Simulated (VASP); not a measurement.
Input of a VASP 6.6.1 run:

INCAR

```
SYSTEM = BaTiO3
PREC     = Accurate       ! precision mode
ENCUT    = 600            ! plane-wave cutoff, eV
EDIFF    = 1E-6           ! SCF threshold, eV
ISMEAR   = 0              ! smearing method
SIGMA    = 0.01           ! smearing width, eV
LREAL    = .FALSE.        ! projectors in reciprocal space
LASPH    = .TRUE.         ! aspherical terms in the spheres
NELM     = 120            ! most SCF steps
ALGO     = Normal         ! electronic algorithm
ISIF     = 2              ! what is computed and relaxed
LWAVE    = .FALSE.        ! write WAVECAR
LCHARG   = .TRUE.         ! write CHGCAR
GGA      = PE             ! functional
IVDW     = 13             ! dispersion correction
LELF     = .TRUE.         ! ELF
LVHAR    = .TRUE.       
NBANDS   = 28             ! bands
GGA_COMPAT= .FALSE.
```

KPOINTS

```
Automatic mesh
0
G
  6 6 6
  0 0 0
```

Contents of POSCAR:

```
BaTiO3
1.0
    3.9998000000      0.0000000000      0.0000000000
    0.0000000000      3.9998000000      0.0000000000
    0.0000000000      0.0000000000      4.0180000000
Ba Ti O
1 1 3
Direct
    0.0000000000      0.0000000000      0.0000000000
    0.5000000000      0.5000000000      0.4900000000
    0.5000000000      0.5000000000      0.0190000000
    0.5000000000      0.0000000000      0.5170000000
    0.0000000000      0.5000000000      0.5170000000
```

Potentials or basis: VASP PAW PBE potentials, release 64 (Ba_sv, Ti_sv, O).

Command:

```console
$ cat potpaw_PBE.64/Ba_sv/POTCAR potpaw_PBE.64/Ti_sv/POTCAR potpaw_PBE.64/O/POTCAR > POTCAR
$ mpirun -np 1 vasp_std > vasp.out
```

Task: Predict the dispersion energy per atom.

Result: -0.215 eV.

Task: Estimate the band gap on the k mesh.

Result: 1.77 eV (least direct gap 2.06 eV).

Task: What does it give for the largest force?

Result: 0.298 eV/Å.

Forces on the atoms (eV/Å):
```
Ba   0.000  0.000  0.065
Ti   0.000  0.000 -0.130
O    0.000  0.000  0.298
O    0.000  0.000 -0.117
O    0.000  0.000 -0.117
```

Caveat: spin-orbit coupling is left out, which moves the levels of the heavy elements. A k mesh can miss the band edges.
